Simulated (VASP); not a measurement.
# TiO2 (I4_1/amd) in VASP: single point with PBE

Aim: the single point of TiO2 with PBE.

Program: VASP 6.6.1. These are calculated values, not measurements. Logs are shortened: lines on timing, memory, paths and dates and some standing lists are left out, and cuts for length are marked.

## 1. The cell of the first run

It takes space group I4_1/amd (No. 141, tetragonal). The conventional cell has a = 3.785 Å, b = 3.785 Å, c = 9.520 Å, α = 90.00°, β = 90.00°, γ = 90.00°. Ti (site symmetry -4m2) has 6 O at 1.93 to 2.00 Å within 2.6 Å. O (site symmetry 2mm) has 3 Ti at 1.93 to 2.00 Å and 2 O at 2.49 Å within 2.6 Å.

## 2. Single point, PBE, collinear spin

INCAR reads:

```
SYSTEM = TiO2
PREC = Accurate ; ENCUT = 520
EDIFF = 1E-6 ; ISMEAR = -1
SIGMA = 0.05 ; LREAL = .FALSE.
LASPH = .TRUE. ; NELM = 150
ALGO = Normal ; ISIF = 2
LWAVE = .FALSE. ; LCHARG = .FALSE.
ISPIN = 2 ; MAGMOM = 1 1 0 0 0 0
LORBIT = 11 ; LMAXMIX = 4
GGA = PE ; ISYM = 0
NBANDS = 37
```

KPOINTS reads:

```
Automatic mesh
0
G
  5 5 7
  0 0 0
```

POSCAR reads:

```
TiO2
1.0
   -1.8925000000      1.8925000000      4.7598000000
    1.8925000000     -1.8925000000      4.7598000000
    1.8925000000      1.8925000000     -4.7598000000
Ti O
2 4
Direct
    0.0000000000      0.0000000000      0.0000000000
    0.7500000000      0.2500000000      0.5000000000
    0.2101700000      0.2101700000      0.0000000000
    0.9601700000      0.4601700000      0.5000000000
    0.5398300000      0.0398300000      0.5000000000
    0.7898300000      0.7898300000      0.0000000000
```

Potentials or basis: VASP PAW PBE potentials, release 64 (Ti_sv, O).

Command:

```console
$ cat potpaw_PBE.64/Ti_sv/POTCAR potpaw_PBE.64/O/POTCAR > POTCAR
$ mpirun -np 1 vasp_std > vasp.out
```

OUTCAR:

```text
SYSTEM = TiO2
   PREC = Accurate
   ENCUT = 520
   EDIFF = 1E-6
   ISMEAR = -1
   LREAL = .FALSE.
   LASPH = .TRUE.
   NELM = 150
   ISIF = 2
   ISPIN = 2
   LORBIT = 11
   GGA = PE
   ISYM = 0

 ion  position               nearest neighbor table
   1  0.000  0.000  0.000-   5 1.93   4 1.93   5 1.93   4 1.93   3 2.00   6 2.00
   2  0.750  0.250  0.500-   6 1.93   3 1.93   6 1.93   3 1.93   4 2.00   5 2.00
   3  0.210  0.210  0.000-   2 1.93   2 1.93   1 2.00
   4  0.960  0.460  0.500-   1 1.93   1 1.93   2 2.00
   5  0.540  0.040  0.500-   1 1.93   1 1.93   2 2.00
   6  0.790  0.790  0.000-   2 1.93   2 1.93   1 2.00

IMPORTANT INFORMATION: All symmetrisations will be switched off!
NOSYMM: (Re-)initialisation of all symmetry stuff for point group C_1.

----------------------------------------------------------------------------------------

                                     Primitive cell

  volume of cell :      68.1900

  direct lattice vectors                    reciprocal lattice vectors
    -1.892500000  1.892500000  4.759800000     0.000000000  0.264200793  0.105046431
     1.892500000 -1.892500000  4.759800000     0.264200793  0.000000000  0.105046431
     1.892500000  1.892500000 -4.759800000     0.264200793  0.264200793  0.000000000

  length of vectors
     5.460660083  5.460660083  5.460660083     0.284318152  0.284318152  0.373636344

  position of ions in fractional coordinates (direct lattice)
     0.000000000  0.000000000  0.000000000
     0.750000000  0.250000000  0.500000000
     0.210170000  0.210170000  0.000000000
     0.960170000  0.460170000  0.500000000
     0.539830000  0.039830000  0.500000000
     0.789830000  0.789830000  0.000000000

  ion indices of the primitive-cell ions
   primitive index   ion index
                 1           1
                 2           2
                 3           3
                 4           4
                 5           5
                 6           6

----------------------------------------------------------------------------------------

 KPOINTS: Automatic mesh

Automatic generation of k-mesh.
 Grid dimensions read from file:
 generate k-points for:    5    5    7

 Generating k-lattice:

  Cartesian coordinates                     Fractional coordinates (reciprocal lattice)
     0.000000000  0.052840159  0.021009286     0.200000000  0.000000000 -0.000000000
     0.052840159  0.000000000  0.021009286     0.000000000  0.200000000 -0.000000000
     0.037742970  0.037742970  0.000000000     0.000000000  0.000000000  0.142857143

  Length of vectors
     0.056863630  0.056863630  0.053376621

  Shift w.r.t. Gamma in fractional coordinates (k-lattice)
     0.000000000  0.000000000  0.000000000

 -----------------------------------------------------------------------------
|                                                                             |
|           W    W    AA    RRRRR   N    N  II  N    N   GGGG   !!!           |
|           W    W   A  A   R    R  NN   N  II  NN   N  G    G  !!!           |
|           W    W  A    A  R    R  N N  N  II  N N  N  G       !!!           |
|           W WW W  AAAAAA  RRRRR   N  N N  II  N  N N  G  GGG   !            |
|           WW  WW  A    A  R   R   N   NN  II  N   NN  G    G                |
|           W    W  A    A  R    R  N    N  II  N    N   GGGG   !!!           |
|                                                                             |
|     Your reciprocal lattice and k-lattice belong to different lattice       |
|     classes:                                                                |
|                                                                             |
|        The reciprocal lattice is body-centered tetragonal,                  |
|        whereas your k-lattice is base-centered monoclinic.                  |
|                                                                             |
|     Results are often still useful ...                                      |
|                                                                             |
 -----------------------------------------------------------------------------

 WARNING: IBZKPT: internal override: KBLOWUP is changed to .FALSE.
      ... skipping the blow-up phase ...

 Subroutine IBZKPT returns following result:
 ===========================================

 Found     88 irreducible k-points:

 Following reciprocal coordinates:
            Coordinates               Weight
  0.000000  0.000000  0.000000      1.000000
  0.200000  0.000000 -0.000000      2.000000
  0.400000  0.000000  0.000000      2.000000
  0.000000  0.200000 -0.000000      2.000000
  0.200000  0.200000 -0.000000      2.000000
  0.400000  0.200000 -0.000000      2.000000
[... 16 lines left out ...]
 -0.200000  0.200000  0.142857      2.000000
 -0.000000  0.400000  0.142857      2.000000
 [... further k-points ...]
   k-points           NKPTS =     88   k-points in BZ     NKDIM =     88   number of bands    NBANDS=     37
   number of dos      NEDOS =    301   number of ions     NIONS =      6
   total plane-waves  NPLWV =  74088
   dimension x,y,z NGX =    42 NGY =   42 NGZ =   42
   dimension x,y,z NGXF=    84 NGYF=   84 NGZF=   84
   ions per type =               2   4
   NGX,Y,Z   is equivalent  to a cutoff of  12.79, 12.79, 12.79 a.u.
   NGXF,Y,Z  is equivalent  to a cutoff of  25.57, 25.57, 25.57 a.u.
 SYSTEM =  TiO2
   PREC   = accura    normal or accurate (medium, high low for compatibility)
   ISTART =      0    job   : 0-new  1-cont  2-samecut
   ICHARG =      2    charge: 1-file 2-atom 10-const
   ISPIN  =      2    spin polarized calculation?
   LNONCOLLINEAR =      F non collinear calculations
   LSORBIT =      F    spin-orbit coupling
   LASPH  =      T    aspherical Exc in radial PAW
   ENCUT  =  520.0 eV  38.22 Ry    6.18 a.u.  10.15 10.15 10.15*2*pi/ulx,y,z
   NELM   =    150;   NELMIN=  2; NELMDL= -5     # of ELM steps
   EDIFF  = 0.1E-05   stopping-criterion for ELM
   LREAL  =      F    real-space projection
   EDIFFG = 0.1E-04   stopping-criterion for IOM
   NSW    =      0    number of steps for IOM
   IBRION =     -1    ionic relax: 0-MD 1-quasi-New 2-CG
   NFREE  =      0    steps in history (QN), initial steepest desc. (CG)
   ISIF   =      2    stress and relaxation
   ISYM   =      0    0-nonsym 1-usesym 2-fastsym
   POTIM  = 0.5000    time-step for ionic-motion
   TEBEG  =    0.0;   TEEND  =   0.0 temperature during run
   PSTRESS=    0.0 pullay stress
   NELECT =      48.0000    total number of electrons
   NUPDOWN=      -1.0000    fix difference up-down
   EMIN   =  10.00;   EMAX   =-10.00  energy-range for DOS
   EFERMI =   0.00;   METHOD = LEGACY
   ISMEAR =    -1;   SIGMA  =   0.05  broadening in eV -4-tet -1-fermi 0-gaus
   EFERMI_NEDOS =   21; number of points for ismear=-14 and -15
   IALGO  =     38    algorithm
   IMIX   =      4    mixing-type and parameters
     AMIX     =   0.40;   BMIX     =  1.00
     AMIX_MAG =   1.60;   BMIX_MAG =  1.00
  volume/ion in A,a.u.               =      11.36        76.69
  Fermi-wavevector in a.u.,A,eV,Ry     =   1.456292  2.751993 28.855045  2.120786
  Thomas-Fermi vector in A             =   2.573227
   LORBIT       =     11    0 simple, 1 ext, 2 COOP (PROOUT), +10 PAW based schemes
   GGA     = PE    functional components
   LHFCALC =     F    Hartree Fock is set to
   AEXX    =    0.0000 exact exchange contribution
   IVDW    =     0    specifies the selected vdW correction
   LEPSILON=     F    determine dielectric tensor
   LRPA    =     F    only Hartree local field effects (RPA)
 spin polarized calculation
  energy-cutoff  :      520.00
  volume of cell :       68.19
 maximum number of plane-waves:      1854
 NGX is ok and might be reduce to    42
   NGX = 21   NGY = 21   NGZ = 21

 number of electron      47.9999999 magnetization       0.0000047

 number of electron      47.9999999 magnetization      -0.0000009

 Free energy of the ion-electron system (eV)
  ---------------------------------------------------
  ext. energy  EPLUGINS =         0.00000000
  ---------------------------------------------------
  free energy    TOTEN  =       -53.82551233 eV

  energy without entropy =      -53.82551233  energy(sigma->0) =      -53.82551233

 E-fermi :   4.5236     XC(G=0): -10.7431

 val. band max:        3.4526866234   @ k =   0.0000   0.0000   0.4286
 cond. band min:       5.4787011964   @ k =   0.0000   0.0000   0.0000
 fundamental gap:      2.0260145729
 Fermi energy:         4.5236041868

 spin component 1

 k-point     1 :       0.0000    0.0000    0.0000
  band No.  band energies     occupation
      1     -53.0272      1.00000
      2     -52.9678      1.00000
      3     -29.4798      1.00000
      4     -29.2509      1.00000
      5     -29.2509      1.00000
      6     -29.1806      1.00000
[... 28 lines left out ...]
     35      11.0177      0.00000
     36      15.6818      0.00000

 k-point     2 :       0.2000    0.0000   -0.0000
  band No.  band energies     occupation
      1     -53.0223      1.00000
      2     -52.9711      1.00000
      3     -29.4706      1.00000
      4     -29.2961      1.00000
      5     -29.2541      1.00000
      6     -29.1985      1.00000
[... 28 lines left out ...]
     35      11.7691      0.00000
     36      15.5683      0.00000
[... 817 lines left out ...]
     35      12.9241      0.00000
     36      15.8363      0.00000

 k-point    24 :      -0.0000    0.4000    0.1429
  band No.  band energies     occupation
      1     -53.0077      1.00000
      2     -52.9820      1.00000
      3     -29.4512      1.00000
      4     -29.3835      1.00000
      5     -29.2760      1.00000
      6     -29.2318      1.00000
[... 28 lines left out ...]
     35      14.2439      0.00000
     36      14.9287      0.00000

 [... further k-points ...]

 spin component 2

 k-point     1 :       0.0000    0.0000    0.0000
  band No.  band energies     occupation
      1     -53.0272      1.00000
      2     -52.9678      1.00000
      3     -29.4798      1.00000
      4     -29.2509      1.00000
      5     -29.2509      1.00000
      6     -29.1806      1.00000
[... 28 lines left out ...]
     35      11.0177      0.00000
     36      15.6818      0.00000

 k-point     2 :       0.2000    0.0000   -0.0000
  band No.  band energies     occupation
      1     -53.0223      1.00000
      2     -52.9712      1.00000
      3     -29.4706      1.00000
      4     -29.2961      1.00000
      5     -29.2541      1.00000
      6     -29.1985      1.00000
[... 28 lines left out ...]
     35      11.7691      0.00000
     36      15.5684      0.00000
[... 817 lines left out ...]
     35      12.9242      0.00000
     36      15.8364      0.00000

 k-point    24 :      -0.0000    0.4000    0.1429
  band No.  band energies     occupation
      1     -53.0078      1.00000
      2     -52.9820      1.00000
      3     -29.4512      1.00000
      4     -29.3835      1.00000
      5     -29.2760      1.00000
      6     -29.2318      1.00000
[... 28 lines left out ...]
     35      14.2439      0.00000
     36      14.9287      0.00000

 [... further k-points ...]

 [bands above 36 left out]

------------------------ aborting loop because EDIFF is reached ----------------------------------------

  FORCE on cell =-STRESS in cart. coord.  units (eV):
  Direction    XX          YY          ZZ          XY          YZ          ZX
  --------------------------------------------------------------------------------------
  -------------------------------------------------------------------------------------
  Total        2.2935746      2.2935991      1.3387810     -0.0001489     -0.0000303     -0.0000262
  in kB       53.8893538     53.8899310     31.4557204     -0.0034984     -0.0007120     -0.0006148
  external PRESSURE =      46.4116684 kB  Pullay stress =       0.0000000 kB

 VOLUME and BASIS-vectors are now :
 -----------------------------------------------------------------------------
  energy-cutoff  :      520.00
  volume of cell :       68.19
      direct lattice vectors                 reciprocal lattice vectors
    -1.892500000  1.892500000  4.759800000     0.000000000  0.264200793  0.105046431
     1.892500000 -1.892500000  4.759800000     0.264200793  0.000000000  0.105046431
     1.892500000  1.892500000 -4.759800000     0.264200793  0.264200793  0.000000000

 POSITION                                       TOTAL-FORCE (eV/Angst)
 -----------------------------------------------------------------------------------
      0.00000      0.00000      0.00000         0.000042     -0.000043      0.000001
      0.00000      1.89250      2.37990        -0.000044      0.000047      0.000001
      0.00000      0.00000      2.00073         0.000018     -0.000012     -0.181160
      0.00000      1.89250      4.38063        -0.000011      0.000016     -0.181173
      0.00000      1.89250      0.37917        -0.000017      0.000010      0.181173
      0.00000      0.00000      7.51887         0.000012     -0.000018      0.181157
 -----------------------------------------------------------------------------------
    total drift:                               -0.000004      0.000005      0.000004

  FREE ENERGIE OF THE ION-ELECTRON SYSTEM (eV)
  ---------------------------------------------------
  free  energy   TOTEN  =       -53.8255123320 eV

  energy  without entropy=      -53.8255123319  energy(sigma->0) =      -53.82551233

 total charge

# of ion       s       p       d       tot
------------------------------------------
    1        2.224   6.298   1.748  10.270
    2        2.224   6.298   1.748  10.270
    3        1.572   3.503   0.000   5.076
    4        1.572   3.503   0.000   5.076
    5        1.572   3.503   0.000   5.076
    6        1.572   3.503   0.000   5.076
--------------------------------------------------
tot         10.737  26.608   3.497  40.843

 magnetization (x)

# of ion       s       p       d       tot
------------------------------------------
    1       -0.000   0.000   0.000   0.000
    2       -0.000   0.000   0.000   0.000
    3       -0.000  -0.000   0.000  -0.000
    4       -0.000  -0.000   0.000  -0.000
    5       -0.000  -0.000   0.000  -0.000
    6       -0.000  -0.000   0.000  -0.000
--------------------------------------------------
tot         -0.000  -0.000   0.000  -0.000
```

It took 11 min on 1 thread of Intel Xeon 6975P-C (Granite Rapids), shared host; peak memory 0.5 GiB.

What came out:

```yaml
Free_energy: -53.8255 eV
Pressure: 4.6 GPa
Largest_force: 0.181 eV/Å
Band_gap_on_the_k_mesh: 2.03 eV (least direct gap 2.53 eV)
Net_moment: 0.00 μB per cell
Valence_electrons_inside_the_program's_atomic_spheres: Ti 10.27; O 5.08
```

Forces in eV/Å, atoms in the order of the input:
```
Ti   0.000  0.000  0.000
Ti   0.000  0.000  0.000
O    0.000  0.000 -0.181
O    0.000  0.000 -0.181
O    0.000  0.000  0.181
O    0.000  0.000  0.181
```

Caveat: the cell stands under pressure. A k mesh can miss the band edges.
